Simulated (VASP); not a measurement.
H:

```
H
1.0
     2.60164   -0.04521    0.02199
    -1.33998    2.40010    0.02225
     0.02925    0.05106    3.62208
H
3
Direct
  0.23203 0.00993 0.30984
  0.97720 0.21736 0.67923
  0.71406 0.73378 0.00809
```

- Program: VASP 6.6.1
- Task: relaxation of cell and atoms
- Functional: r2SCAN
- Potentials or basis: VASP PAW PBE potentials, release 64 (H_h)
- Cutoff: 910 eV
- k mesh: 8 × 7 × 5, shifted
- Occupations: fermi-dirac, width 0.1 eV
- Spin: no spin polarisation

At the start: pressure -20.2 GPa; volume 7.46 Å³/atom.

Problem. Where does the relaxation end?

Solution. Over 18 steps the energy falls by 1152.2 meV/atom and the volume is 5.21 Å³/atom (-30.2 %); space group P1 (No. 1, to 0.1 Å) before, C2/m (No. 12, to 0.1 Å).

Step by step:
| step | energy change (eV) | largest force (eV/Å) | pressure (GPa) | volume (Å³) |
| --- | --- | --- | --- | --- |
| 1 | 0.0000 | 1.7491 | -20.20 | 22.39 |
| 2 | -0.8388 | 2.3374 | -19.79 | 19.48 |
| 3 | -2.8438 | 1.5190 | 5.14 | 12.23 |
| 4 | -2.5997 | 1.7973 | 48.29 | 9.72 |
| 5 | -2.8809 | 1.3057 | 16.42 | 11.30 |
| 6 | -3.2073 | 0.8659 | 17.37 | 11.46 |
| 7 | -3.2146 | 1.2727 | 17.59 | 11.49 |
| 8 | -3.3413 | 0.4015 | 2.10 | 12.87 |
| 9 | -3.3600 | 0.1536 | 5.62 | 12.48 |
| 10 | -3.4022 | 0.1057 | 3.93 | 13.14 |
| 11 | -3.4334 | 0.2018 | 1.65 | 14.33 |
| 12 | -3.4341 | 0.2341 | 1.29 | 14.56 |
| 13 | -3.4460 | 0.2003 | 1.58 | 14.86 |
| 14 | -3.4468 | 0.2857 | 1.70 | 14.96 |
| 15 | -3.4539 | 0.1266 | 1.14 | 15.24 |
| 16 | -3.4564 | 0.0309 | 0.58 | 15.54 |
| 17 | -3.4564 | 0.0363 | 0.56 | 15.55 |
| 18 | -3.4567 | 0.0204 | 0.25 | 15.63 |

Final structure:
```
H
1.0
     2.45726   -0.02663    0.03961
    -1.25400    2.16397   -0.01079
     0.05711    0.02184    2.95961
H
3
Direct
  0.97667 0.98732 0.33240
  0.97446 0.98877 0.66576
  0.97216 0.98498 0.99900
```

Caveat: the k points lie up to 0.42 Å⁻¹ apart in the final cell, too coarse for converged energies and pressures of a metal; the volume moved by over 15 % at a fixed basis, so the end points are rough; the PAW data sets were made with another functional, which shifts forces and pressure a little; an odd number of electrons without spin polarisation forces a metal; a magnetic or distorted state may lie lower.
